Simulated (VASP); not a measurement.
A run of VASP 6.6.1 is set up as follows.

INCAR

```
SYSTEM = Hf
PREC     = Accurate       ! precision mode
ENCUT    = 400            ! plane-wave cutoff, eV
EDIFF    = 1E-6           ! SCF threshold, eV
ISMEAR   = 1              ! smearing method
SIGMA    = 0.1            ! smearing width, eV
LREAL    = .False.        ! projectors in reciprocal space
LASPH    = .True.         ! aspherical terms in the spheres
NELM     = 120            ! most SCF steps
ALGO     = Normal         ! electronic algorithm
ISIF     = 2              ! what is computed and relaxed
LWAVE    = .False.        ! write WAVECAR
LCHARG   = .False.        ! write CHGCAR
LDIPOL   = .True.       
IDIPOL   = 3            
DIPOL    = 0.5 0.5 0.500
GGA      = PS             ! functional
NBANDS   = 72             ! bands
GGA_COMPAT= .False.      
NELMDL   = -8
```

KPOINTS

```
regular mesh
0
Gamma
  10 7 1
  0 0 0
```

The input POSCAR:

```
Hf
1.0
    3.1590465010      0.0000000000      0.0000000000
    0.0000000000      4.9993653000      0.0000000000
    0.0000000000      0.0000000000     30.5910107800
Hf
12
Direct
    0.0000000000      0.0000000000      0.2649053395
    0.5000000000      0.0000000000      0.3499025535
    0.5000000000      0.5000000000      0.2930199708
    0.0000000000      0.0000000000      0.4400021953
    0.0000000000      0.5000000000      0.3810346182
    0.5000000000      0.0000000000      0.5298110354
    0.5000000000      0.5000000000      0.4701889823
    0.0000000000      0.0000000000      0.6189653875
    0.0000000000      0.5000000000      0.5599978314
    0.5000000000      0.0000000000      0.7069799583
    0.5000000000      0.5000000000      0.6500974263
    0.0000000000      0.5000000000      0.7350947014
```

Potentials or basis: VASP PAW PBE potentials, release 64 (Hf_pv).

Command:

```console
$ cat potpaw_PBE.64/Hf_pv/POTCAR > POTCAR
$ mpirun -np 1 vasp_std > vasp.out
```

Predict the largest force.

0.037 eV/Å.

What does it give for the band gap on the k mesh?

Zero (bands 60 and 61 overlap by 0.79 eV).

Forces in eV/Å, atoms in the order of the input:
```
Hf   0.000  0.000  0.037
Hf   0.000  0.000 -0.024
Hf   0.000  0.000  0.023
Hf   0.000  0.000  0.005
Hf   0.000  0.000 -0.003
Hf   0.000  0.000 -0.002
Hf   0.000  0.000  0.002
Hf   0.000  0.000  0.003
Hf   0.000  0.000 -0.005
Hf   0.000  0.000 -0.023
Hf   0.000  0.000  0.024
Hf   0.000  0.000 -0.037
```

Caveat: the PAW data sets were made with another functional, which shifts forces and pressure a little; spin-orbit coupling is left out, which moves the levels of the heavy elements.
